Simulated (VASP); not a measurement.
Set up this calculation in VASP 6.6.1, as the native input.

- Task: single point
- Functional: PBEsol
- Potentials or basis: VASP PAW PBE potentials, release 64 (Pb_d, S)
- Cutoff: 520 eV
- k mesh: 8 × 8 × 6
- Occupations: gaussian, width 0.05 eV
- Spin: no spin polarisation
- Dipole correction: no
- Further INCAR settings: ALGO = Normal; EDIFF = 1e-06; NBANDS = 28

The structure of PbS lies in POSCAR:

```
PbS
1.0
    2.0799526950     -5.9912968650     -0.0207995269
    2.0799526950      5.9912968650     -0.0207995269
   -0.0427932094      0.0000000000      4.2793209400
Pb S
2 2
Direct
    0.8694366500      0.1305633500      0.7500000000
    0.1305633500      0.8694366500      0.2500000000
    0.6452029100      0.3547970900      0.7500000000
    0.3547970900      0.6452029100      0.2500000000
```

This cell differs from its parent crystal: strain -0.0200 x Voigt [0, 0, 0, 0, 1, 0].

One way to write it, as run:

INCAR

```
  ALGO = Normal
  EDIFF = 1E-6
  ENCUT = 520
  GGA = PS
  ISIF = 2
  ISMEAR = 0
  LASPH = T
  LCHARG = F
  LREAL = F
  LWAVE = F
  NBANDS = 28
  NELM = 80
  PREC = Accurate
  SIGMA = 0.05
```

KPOINTS

```
k-points
0
Gamma
  8 8 6
```

Potentials or basis: VASP PAW PBE potentials, release 64 (Pb_d, S).

Launch:

```console
$ cat potpaw_PBE.64/Pb_d/POTCAR potpaw_PBE.64/S/POTCAR > POTCAR
$ mpirun -np 1 vasp_std > vasp.out
```

It gave:

```json
{"Pressure": "-1.9 GPa", "Largest force": "0.034 eV/Å", "Band gap on the k mesh": "1.13 eV (least direct gap 1.32 eV)"}
```

Caveat: the cell differs from its parent crystal (strain -0.0200 x Voigt [0, 0, 0, 0, 1, 0]); the PAW data sets were made with another functional, which shifts forces and pressure a little; spin-orbit coupling is left out, which moves the levels of the heavy elements.

Wall time 4.4 min on 1 thread of Oxide Virtual Turin-like Processor (shared host), peak memory 0.4 GiB.
